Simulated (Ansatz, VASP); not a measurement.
**Two plane-wave programs on C**

```
C
1.0
     2.10720    0.00000    0.00000
    -1.05360    1.82488    0.00000
     0.00000    0.00000    6.88210
C
4
Cartesian
  0.0000 0.0000 0.0000
  0.0000 0.0000 3.4410
  0.0000 1.2166 1.7205
  1.0536 0.6083 5.1616
```

Alike in both runs: task relaxation of cell and atoms; functional PBEsol; k mesh 17 × 17 × 5; occupations fermi-dirac, width 0.1 eV; no spin polarisation.

```csv
,VASP,Ansatz
version,VASP 6.6.1,Ansatz 0.2.0
potentials or method,"VASP PAW PBE potentials, release 64 (C), cutoff 600 eV","plane waves (420 eV) with PAW, scalar-relativistic"
valence electrons in the cell,16,16
```

Ansatz gave:

- relaxed volume (Å³/atom): 8.55
- relaxed length of the cell vector where the two differ most in proportion (Å): 13.516

Question: Estimate VASP's values.

Answer: Relaxed volume (Å³/atom): 6.63; relaxed length of the cell vector where the two differ most in proportion (Å): 10.540.

VASP's potentials were made for PBE, not for PBEsol, and Ansatz warns of the same on its side. One of these differences is far larger than is usual between the two programs; its cause wasn't traced.
